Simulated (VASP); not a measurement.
# Li (P6_3/mmc) in VASP: notebook

Li is run at these levels: PBEsol; tasks: relaxation of cell and atoms.

Everything below comes from runs of VASP 6.6.1. Logs are shortened: lines on timing, memory, paths and dates and some standing lists are left out, and cuts for length are marked.

### 1 The cell of the first run

It takes space group P6_3/mmc (No. 194, hexagonal). Conventional cell: a = 3.130 Å, b = 3.130 Å, c = 5.111 Å, α = 90.00°, β = 90.00°, γ = 120.00°. Within 4.1 Å of Li (site symmetry -6m2) lie 12 Li at 3.13 Å.

This isn't the form of Li at room conditions, which is bcc.

### 2 Relaxation of cell and atoms, PBEsol

INCAR reads:

```
SYSTEM = Li
  PREC = Accurate
  ENCUT = 600
  EDIFF = 1E-7
  ISMEAR = -1
  SIGMA = 0.1
  LREAL = .False.
  LASPH = .True.
  NELM = 100
  ALGO = Normal
  ISIF = 3
  LWAVE = .False.
  LCHARG = .False.
  GGA = PS
  IBRION = 2
  NSW = 80
  EDIFFG = -0.02
```

KPOINTS reads:

```
Automatic mesh
0
Gamma
  16 16 9
  0 0 0
```

POSCAR reads:

```
Li
1.0
    3.1300000000      0.0000000000      0.0000000000
   -1.5650000000      2.7106595138      0.0000000000
    0.0000000000      0.0000000000      5.1112900000
Li
2
Direct
    0.3333333333      0.6666666667      0.2500000000
    0.6666666667      0.3333333333      0.7500000000
```

Potentials or basis: VASP PAW PBE potentials, release 64 (Li_sv).

Command:

```console
$ cat potpaw_PBE.64/Li_sv/POTCAR > POTCAR
$ mpirun -np 1 vasp_std > vasp.out
```

OUTCAR:

```text
SYSTEM = Li
   PREC = Accurate
   ENCUT = 600
   EDIFF = 1E-7
   ISMEAR = -1
   LREAL = .False.
   LASPH = .True.
   NELM = 100
   ISIF = 3
   GGA = PS
   IBRION = 2
   NSW = 80
   EDIFFG = -0.02

 ion  position               nearest neighbor table
   1  0.333  0.667  0.250-
   2  0.667  0.333  0.750-

  LATTYP: Found a hexagonal cell.
 ALAT       =     3.1300000000
 C/A-ratio  =     1.6330000000

  Lattice vectors:

 A1 = (   3.1300000000,   0.0000000000,   0.0000000000)
 A2 = (  -1.5650000000,   2.7106595138,   0.0000000000)
 A3 = (   0.0000000000,   0.0000000000,   5.1112900000)

Analysis of symmetry for initial positions (statically):
=====================================================================
 Subroutine PRICEL returns:
 Original cell was already a primitive cell.

 Routine SETGRP: Setting up the symmetry group for a
 hexagonal supercell.

 Subroutine GETGRP returns: Found 24 space group operations
 (whereof 12 operations were pure point group operations)
 out of a pool of 24 trial point group operations.

The static configuration has the point symmetry D_3d.
 The point group associated with its full space group is D_6h.

Analysis of symmetry for dynamics (positions and initial velocities):
=====================================================================
 Subroutine PRICEL returns:
 Original cell was already a primitive cell.

 Routine SETGRP: Setting up the symmetry group for a
 hexagonal supercell.

 Subroutine GETGRP returns: Found 24 space group operations
 (whereof 12 operations were pure point group operations)
 out of a pool of 24 trial point group operations.

The dynamic configuration has the point symmetry D_3d.
 The point group associated with its full space group is D_6h.

 Subroutine INISYM returns: Found 24 space group operations
 (whereof 12 operations are pure point group operations),
 and found     1 'primitive' translations

----------------------------------------------------------------------------------------

                                     Primitive cell

  volume of cell :      43.3660

  direct lattice vectors                    reciprocal lattice vectors
     3.130000000  0.000000000  0.000000000     0.319488818  0.184456955  0.000000000
[... 95 lines left out ...]
   TEBEG  =    0.0;   TEEND  =   0.0 temperature during run
   PSTRESS=    0.0 pullay stress
   NELECT =       6.0000    total number of electrons
   NUPDOWN=      -1.0000    fix difference up-down
   EMIN   =  10.00;   EMAX   =-10.00  energy-range for DOS
   EFERMI =   0.00;   METHOD = LEGACY
   ISMEAR =    -1;   SIGMA  =   0.10  broadening in eV -4-tet -1-fermi 0-gaus
   EFERMI_NEDOS =   21; number of points for ismear=-14 and -15
   IALGO  =     38    algorithm
   IMIX   =      4    mixing-type and parameters
     AMIX     =   0.40;   BMIX     =  1.00
     AMIX_MAG =   1.60;   BMIX_MAG =  1.00
  volume/ion in A,a.u.               =      21.68       146.32
  Fermi-wavevector in a.u.,A,eV,Ry     =   0.846724  1.600077  9.754586  0.716942
  Thomas-Fermi vector in A             =   1.962117
   LORBIT       =      0    0 simple, 1 ext, 2 COOP (PROOUT), +10 PAW based schemes
   GGA     = PS    functional components
   LHFCALC =     F    Hartree Fock is set to
   AEXX    =    0.0000 exact exchange contribution
   IVDW    =     0    specifies the selected vdW correction
   LEPSILON=     F    determine dielectric tensor
   LRPA    =     F    only Hartree local field effects (RPA)
 conjugate gradient relaxation of ions
 non-spin polarized calculation
  energy-cutoff  :      600.00
  volume of cell :       43.37
 maximum number of plane-waves:      1469
 NGX is ok and might be reduce to    28
   NGX = 13   NGY = 13   NGZ = 21

--------------------------------------- Ionic step        1  -------------------------------------------

 number of electron       5.9999999 magnetization

 Free energy of the ion-electron system (eV)
  ---------------------------------------------------
  ext. energy  EPLUGINS =         0.00000000
  ---------------------------------------------------
  free energy    TOTEN  =        -3.94532539 eV

  energy without entropy =       -3.91462928  energy(sigma->0) =       -3.92997733

------------------------ aborting loop because EDIFF is reached ----------------------------------------

  FORCE on cell =-STRESS in cart. coord.  units (eV):
  Direction    XX          YY          ZZ          XY          YZ          ZX
  --------------------------------------------------------------------------------------
  -------------------------------------------------------------------------------------
  Total       -0.2658170     -0.2658170     -0.2510895      0.0000000      0.0000000      0.0000000
  in kB       -9.8207254     -9.8207254     -9.2766102      0.0000000      0.0000000      0.0000000
  external PRESSURE =      -9.6393536 kB  Pullay stress =       0.0000000 kB
[... 59 lines left out ...]
--------------------------------------- Ionic step        3  -------------------------------------------

 number of electron       5.9999995 magnetization

 Free energy of the ion-electron system (eV)
  ---------------------------------------------------
  ext. energy  EPLUGINS =         0.00000000
  ---------------------------------------------------
  free energy    TOTEN  =        -3.95617660 eV

  energy without entropy =       -3.92639949  energy(sigma->0) =       -3.94128804

 E-fermi :   0.6399     XC(G=0):  -7.0340

 val. band max:        0.6391301268   @ k =   0.4375   0.0625   0.2222
 cond. band min:       0.6440225059   @ k =   0.3750   0.0000   0.4444
 fundamental gap:      0.0048923791
 Fermi energy:         0.6399237256

 k-point     1 :       0.0000    0.0000    0.0000
  band No.  band energies     occupation
      1     -45.2526      2.00000
      2     -45.2333      2.00000
      3      -2.9219      2.00000
      4       0.6163      1.11760
      5       3.5830      0.00000
      6      13.1859      0.00000
      7      13.1859      0.00000
[... 221 lines left out ...]
 k-point    24 :       0.2500    0.1875    0.0000
  band No.  band energies     occupation
      1     -45.2359      2.00000
      2     -45.2271      2.00000
      3      -0.6080      1.99999
      4       3.6410      0.00000
      5       3.8423      0.00000
      6       5.5620      0.00000
      7       7.6414      0.00000

 [... further k-points ...]

------------------------ aborting loop because EDIFF is reached ----------------------------------------

  FORCE on cell =-STRESS in cart. coord.  units (eV):
  Direction    XX          YY          ZZ          XY          YZ          ZX
  --------------------------------------------------------------------------------------
  -------------------------------------------------------------------------------------
  Total       -0.0315141     -0.0315141     -0.0231678      0.0000000      0.0000000      0.0000000
  in kB       -1.2535573     -1.2535573     -0.9215623      0.0000000      0.0000000      0.0000000
  external PRESSURE =      -1.1428923 kB  Pullay stress =       0.0000000 kB
[... 17 lines left out ...]
  FREE ENERGIE OF THE ION-ELECTRON SYSTEM (eV)
  ---------------------------------------------------
  free  energy   TOTEN  =        -3.9561765964 eV

  energy  without entropy=       -3.9263994873  energy(sigma->0) =       -3.94128804

 reached required accuracy - stopping structural energy minimisation
```

CONTCAR:

```text
Li
   1.00000000000000
     3.0524450627111803    0.0000000000000000    0.0000000000000000
    -1.5262225313555902    2.6434949679223401    0.0000000000000000
     0.0000000000000000    0.0000000000000000    4.9916596484617513
  Li
     2
Direct
     0.3333333332999970    0.6666666667000030    0.2500000000000000
     0.6666666667000030    0.3333333332999970    0.7500000000000000

  0.00000000E+00  0.00000000E+00  0.00000000E+00
  0.00000000E+00  0.00000000E+00  0.00000000E+00
```

Wall time 4 min (1 thread of Intel Xeon 8259CL, shared host); peak memory 0.2 GiB.

Results:

```
Free energy                           : -3.9562 eV
Relaxed volume                        : 20.14 Å³/atom
Relaxed cell                          : a = 3.052 Å, b = 3.052 Å, c = 4.992 Å, α = 90.00°, β = 90.00°, γ = 120.00°
Space group after relaxing (to 0.1 Å) : P6_3/mmc (No. 194)
Energy gained by relaxing             : 5.4 meV/atom
Ionic steps                           : 3
Pressure after relaxing               : -0.1 GPa
Band gap on the k mesh                : zero (bands 3 and 4 overlap by 3.99 eV)
```

The path:
| step | energy change (eV) | largest force (eV/Å) | pressure (GPa) | volume (Å³) |
| --- | --- | --- | --- | --- |
| 1 | 0.0000 | 0.0000 | -0.96 | 43.37 |
| 2 | -0.0044 | 0.0000 | -0.77 | 42.55 |
| 3 | -0.0109 | 0.0000 | -0.11 | 40.28 |

Final structure:
```
Li
1.0
     3.05245    0.00000    0.00000
    -1.52622    2.64349    0.00000
     0.00000    0.00000    4.99166
Li
2
Direct
  0.33333 0.66667 0.25000
  0.66667 0.33333 0.75000
```

Caveat: the cutoff is under 1.25 times the usual one of these potentials, so pressure, stress and relaxed cells hold a basis-set (Pulay) error; the PAW data sets were made with another functional, which shifts forces and pressure a little.

### 3 Relaxation of cell and atoms, PBEsol, target pressure 20 GPa, at which the enthalpy is minimised

INCAR reads:

```
PREC     = Accurate       # precision mode
ENCUT    = 600            # plane-wave cutoff, eV
EDIFF    = 1E-6           # SCF threshold, eV
ISMEAR   = -1             # smearing method
SIGMA    = 0.1            # smearing width, eV
LREAL    = False          # projectors in reciprocal space
LASPH    = True           # aspherical terms in the spheres
NELM     = 60             # most SCF steps
ALGO     = Normal         # electronic algorithm
ISIF     = 3              # what is computed and relaxed
LWAVE    = False          # write WAVECAR
LCHARG   = False          # write CHGCAR
GGA      = PS             # functional
IBRION   = 2              # ionic algorithm
NSW      = 80             # ionic steps
EDIFFG   = -0.02          # ionic threshold
PSTRESS  = 200.0
```

KPOINTS reads:

```
regular mesh
0
Gamma
  16 16 9
```

POSCAR is that of step 2.

Potentials or basis: VASP PAW PBE potentials, release 64 (Li_sv).

Command:

```console
$ cat potpaw_PBE.64/Li_sv/POTCAR > POTCAR
$ mpirun -np 1 vasp_std > vasp.out
```

OUTCAR:

```text
PREC = Accurate
   ENCUT = 600
   EDIFF = 1E-6
   ISMEAR = -1
   LREAL = False
   LASPH = True
   NELM = 60
   ISIF = 3
   GGA = PS
   IBRION = 2
   NSW = 80
   EDIFFG = -0.02
   PSTRESS = 200.0

 ion  position               nearest neighbor table
   1  0.333  0.667  0.250-
   2  0.667  0.333  0.750-

  LATTYP: Found a hexagonal cell.
 ALAT       =     3.1300000000
 C/A-ratio  =     1.6330000000

  Lattice vectors:

 A1 = (   3.1300000000,   0.0000000000,   0.0000000000)
 A2 = (  -1.5650000000,   2.7106595138,   0.0000000000)
 A3 = (   0.0000000000,   0.0000000000,   5.1112900000)

Analysis of symmetry for initial positions (statically):
=====================================================================
 Subroutine PRICEL returns:
 Original cell was already a primitive cell.

 Routine SETGRP: Setting up the symmetry group for a
 hexagonal supercell.

 Subroutine GETGRP returns: Found 24 space group operations
 (whereof 12 operations were pure point group operations)
 out of a pool of 24 trial point group operations.

The static configuration has the point symmetry D_3d.
 The point group associated with its full space group is D_6h.

Analysis of symmetry for dynamics (positions and initial velocities):
=====================================================================
 Subroutine PRICEL returns:
 Original cell was already a primitive cell.

 Routine SETGRP: Setting up the symmetry group for a
 hexagonal supercell.
[... 151 lines left out ...]
  ext. energy  EPLUGINS =         0.00000000
  ---------------------------------------------------
  free energy    TOTEN  =        -3.94532554 eV

  energy without entropy =       -3.91462942  energy(sigma->0) =       -3.92997748

 E-fermi :   0.4422     XC(G=0):  -6.8558

 val. band max:        0.4414024706   @ k =   0.3750   0.0000   0.4444
 cond. band min:       0.4489105475   @ k =   0.4375   0.0625   0.2222
 fundamental gap:      0.0075080769
 Fermi energy:         0.4421912630

 k-point     1 :       0.0000    0.0000    0.0000
  band No.  band energies     occupation
      1     -45.5808      2.00000
      2     -45.5665      2.00000
      3      -3.0230      2.00000
      4       0.4558      0.93216
      5       3.1631      0.00000
      6      12.3470      0.00000
      7      12.3470      0.00000
[... 339 lines left out ...]
  energy  without entropy=       -3.3706949504  energy(sigma->0) =       -3.38286174

  enthalpy is  TOTEN    =        -0.3826857010 eV   P V=        3.0123428231

[... ionic steps 4 to 7 ...]

--------------------------------------- Ionic step        8  -------------------------------------------

 number of electron       6.0000002 magnetization

------------------------ aborting loop because EDIFF is reached ----------------------------------------
[... 71 lines left out ...]
--------------------------------------- Ionic step       10  -------------------------------------------

 number of electron       6.0000001 magnetization

 Free energy of the ion-electron system (eV)
  ---------------------------------------------------
  ext. energy  EPLUGINS =         0.00000000
  ---------------------------------------------------
  free energy    TOTEN  =        -3.25833945 eV

  energy without entropy =       -3.23435621  energy(sigma->0) =       -3.24634783

 E-fermi :   2.6349     XC(G=0):  -8.5702

 val. band max:        2.6342301558   @ k =   0.1875   0.0625   0.2222
 cond. band min:       2.6603910409   @ k =   0.2500   0.2500   0.3333
 fundamental gap:      0.0261608851
 Fermi energy:         2.6348981107

 k-point     1 :       0.0000    0.0000    0.0000
  band No.  band energies     occupation
      1     -42.5147      2.00000
      2     -42.3656      2.00000
      3      -1.4381      2.00000
      4       2.2445      1.96048
      5       7.9990      0.00000
      6      21.0995      0.00000
      7      21.0995      0.00000
[... 263 lines left out ...]
  energy  without entropy=       -3.2343562130  energy(sigma->0) =       -3.24634783

  enthalpy is  TOTEN    =        -0.3963745993 eV   P V=        2.8619648545

 reached required accuracy - stopping structural energy minimisation
```

OSZICAR:

```text
N       E                     dE             d eps       ncg     rms          rms(c)
DAV:   1     0.665789412484E+01    0.66579E+01   -0.36415E+03  2100   0.861E+02
DAV:   2    -0.190899665996E+01   -0.85669E+01   -0.84199E+01  2884   0.674E+01
[... 73 lines left out ...]
       N       E                     dE             d eps       ncg     rms          rms(c)
DAV:   1    -0.325834599679E+01    0.13919E-01   -0.39893E-03  2485   0.761E-01    0.108E-01
DAV:   2    -0.325838485949E+01   -0.38863E-04   -0.10408E-03  2324   0.360E-01    0.854E-02
DAV:   3    -0.325839471576E+01   -0.98563E-05   -0.29830E-04  3269   0.170E-01    0.808E-02
DAV:   4    -0.325833908144E+01    0.55634E-04   -0.83485E-05  3157   0.107E-01    0.493E-03
DAV:   5    -0.325833945374E+01   -0.37230E-06   -0.39002E-06  2086   0.262E-02
  10 F= -.39637460E+00 E0= -.38438298E+00  d E =-.459299E-03
```

CONTCAR:

```text
Li
   1.00000000000000
     2.5253046336193465    0.0000000000000000    0.0000000000000000
    -1.2626523168096733    2.1869779649439649    0.0000000000000000
     0.0000000000000000    0.0000000000000000    4.1513246672473745
  Li
     2
Direct
     0.3333333332999970    0.6666666667000030    0.2500000000000000
     0.6666666667000030    0.3333333332999970    0.7500000000000000

  0.00000000E+00  0.00000000E+00  0.00000000E+00
  0.00000000E+00  0.00000000E+00  0.00000000E+00
```

Run time: 8 min. Hardware: 1 thread of Intel Xeon 8259CL, shared host; peak memory 0.2 GiB.

Results:

| Item | Value |
| --- | --- |
| Free energy | -3.2583 eV |
| Relaxed volume | 11.46 Å³/atom |
| Relaxed cell | a = 2.525 Å, b = 2.525 Å, c = 4.151 Å, α = 90.00°, β = 90.00°, γ = 120.00° |
| Space group after relaxing (to 0.1 Å) | P6_3/mmc (No. 194) |
| Energy change on relaxing (the run minimises the enthalpy) | +343.5 meV/atom |
| Ionic steps | 10 |
| Pressure after relaxing | 19.9 GPa |
| Band gap on the k mesh | zero (bands 3 and 4 overlap by 4.98 eV) |

Stress tensor (GPa, compression positive):
```
19.85  0.00  0.00
 0.00 19.85  0.00
 0.00  0.00 20.00
```

The path:
```csv
step,energy change (eV),largest force (eV/Å),pressure (GPa),volume (Å³)
1,0.0000,0.0000,-0.96,43.37
2,0.2545,0.0000,9.29,27.88
3,0.5503,0.0000,16.60,24.13
4,0.7029,0.0000,20.29,22.80
5,0.6623,0.0000,19.29,23.13
6,0.6627,0.0000,19.31,23.13
7,0.6639,0.0000,19.34,23.12
8,0.6662,0.0000,19.39,23.10
9,0.6731,0.0000,19.56,23.04
10,0.6870,0.0000,19.90,22.93
```

Final structure:
```
Li
1.0
     2.52530    0.00000    0.00000
    -1.26265    2.18698    0.00000
     0.00000    0.00000    4.15132
Li
2
Direct
  0.33333 0.66667 0.25000
  0.66667 0.33333 0.75000
```

Levels at points of the mesh, in eV from the Fermi level:
```tsv
k point	band 1	band 2	band 3	band 4	band 5	band 6
(0.00, 0.00, 0.00)	-45.15	-45.00	-4.07	-0.39	5.36	18.46
(0.50, 0.00, 0.00)	-45.00	-44.95	-0.28	1.89	6.63	8.12
```

Caveat: the cutoff is under 1.25 times the usual one of these potentials, so pressure, stress and relaxed cells hold a basis-set (Pulay) error; the cell is relaxed towards a set pressure, so the run minimises the enthalpy, not the energy; the volume moved by over 15 % at a fixed basis, so the end points are rough; the PAW data sets were made with another functional, which shifts forces and pressure a little.

### 4 Relaxation of cell and atoms, PBEsol, target pressure 40 GPa, at which the enthalpy is minimised

INCAR reads:

```
SYSTEM = Li
PREC = Accurate ; ENCUT = 600
EDIFF = 1E-6 ; ISMEAR = -1
SIGMA = 0.1 ; LREAL = .False.
LASPH = .True. ; NELM = 80
ALGO = Normal ; ISIF = 3
LWAVE = .False. ; LCHARG = .False.
GGA = PS ; IBRION = 2
NSW = 80 ; EDIFFG = -0.02
PSTRESS = 400.0
```

KPOINTS reads:

```
regular mesh
0
Gamma
  16 16 9
  0 0 0
```

POSCAR is that of step 3.

Command:

```console
$ cat potpaw_PBE.64/Li_sv/POTCAR > POTCAR
$ mpirun -np 1 vasp_std > vasp.out
```

Wall time 8 min (1 thread of Intel Xeon 8259CL, shared host); peak memory 0.2 GiB.

It converged, with:

| Item | Value |
| --- | --- |
| Free energy | -2.4441 eV |
| Relaxed volume | 9.19 Å³/atom |
| Relaxed cell | a = 2.345 Å, b = 2.345 Å, c = 3.859 Å, α = 90.00°, β = 90.00°, γ = 120.00° |
| Space group after relaxing (to 0.1 Å) | P6_3/mmc (No. 194) |
| Energy change on relaxing (the run minimises the enthalpy) | +750.6 meV/atom |
| Ionic steps | 11 |
| Pressure after relaxing | 40.0 GPa |
| Band gap on the k mesh | zero (bands 3 and 4 overlap by 5.30 eV) |

Stress tensor (GPa, compression positive):
```
39.89  0.00  0.00
 0.00 39.89  0.00
 0.00  0.00 40.23
```

The path:
| step | energy change (eV) | largest force (eV/Å) | pressure (GPa) | volume (Å³) |
| --- | --- | --- | --- | --- |
| 1 | 0.0000 | 0.0000 | -0.96 | 43.37 |
| 2 | 1.8729 | 0.0000 | 49.71 | 17.05 |
| 3 | 1.5410 | 0.0000 | 41.03 | 18.22 |
| 4 | 1.4493 | 0.0000 | 38.68 | 18.59 |
| 5 | 1.4499 | 0.0000 | 38.70 | 18.59 |
| 6 | 1.4519 | 0.0000 | 38.75 | 18.58 |
| 7 | 1.4553 | 0.0000 | 38.88 | 18.57 |
| 8 | 1.4655 | 0.0000 | 39.10 | 18.52 |
| 9 | 1.4861 | 0.0000 | 39.64 | 18.44 |
| 10 | 1.5280 | 0.0000 | 40.70 | 18.27 |
| 11 | 1.5012 | 0.0000 | 40.00 | 18.38 |

Final structure:
```xyz
2
Lattice="2.3451 0.0000 0.0000 -1.1726 2.0309 0.0000 0.0000 0.0000 3.8589" Properties=species:S:1:pos:R:3 pbc="T T T"
Li    0.0000    1.3540    0.9647
Li    1.1726    0.6770    2.8942
```

Levels at points of the mesh, in eV from the Fermi level:
```
           k point  band 1  band 2  band 3  band 4  band 5  band 6  band 7
(0.00, 0.00, 0.00)  -45.08  -44.77   -4.03   -0.60    6.77   21.30   21.30
(0.50, 0.00, 0.00)  -44.77  -44.68   -0.39    2.34    7.57    9.23   11.78
```

Caveat: the cutoff is under 1.25 times the usual one of these potentials, so pressure, stress and relaxed cells hold a basis-set (Pulay) error; the cell is relaxed towards a set pressure, so the run minimises the enthalpy, not the energy; the volume moved by over 15 % at a fixed basis, so the end points are rough; the PAW data sets were made with another functional, which shifts forces and pressure a little.

(Continued in part 2 of 2.)

The gap in the log of VASP goes by the Fermi energy; the results here count the filled bands.